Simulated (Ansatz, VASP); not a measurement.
# One calculation of Mg2SO, two programs

```
CELL_PARAMETERS angstrom
1.68454 0.97257 5.54574
-1.68454 0.97257 5.54574
0.00000 -1.94513 5.54574
ATOMIC_POSITIONS crystal
Mg 0.23862 0.23862 0.23862
Mg 0.76138 0.76138 0.76138
S 0.00000 0.00000 0.00000
O 0.50000 0.50000 0.50000
```

Alike in both runs: functional PBE; k mesh 6 × 6 × 6; occupations gaussian, width 0.1 eV; no spin polarisation.

Ansatz relaxed the structure, and its values are those at the end. VASP's run is a single point on that final structure, the one shown.

```csv
,VASP,Ansatz
version,VASP 6.6.1,Ansatz 0.2.0
potentials or method,"VASP PAW PBE potentials, release 64 (Mg, S, O), cutoff 520 eV","scalar-relativistic, plane waves, PAW"
valence electrons in the cell,16,32
```

Ansatz gave:

| Item | Value |
| --- | --- |
| gap on the k mesh at the Fermi level (eV) | 0.97 |
| least direct gap on the mesh (eV) | 0.97 |
| pressure (GPa) | -0.1 |
| rms of the force components (eV/Å) | 0.008 |

**Question.** Which values does VASP return?

**Answer.** gap on the k mesh at the Fermi level (eV): 0.94; least direct gap on the mesh (eV): 0.94; pressure (GPa): -0.6; rms of the force components (eV/Å): 0.006.

With one functional, cell and mesh, what is left measures potentials, basis and numerics. VASP's potentials hold 16 valence electrons a cell and Ansatz's 32, so a difference there can come from the potentials and not from the codes.
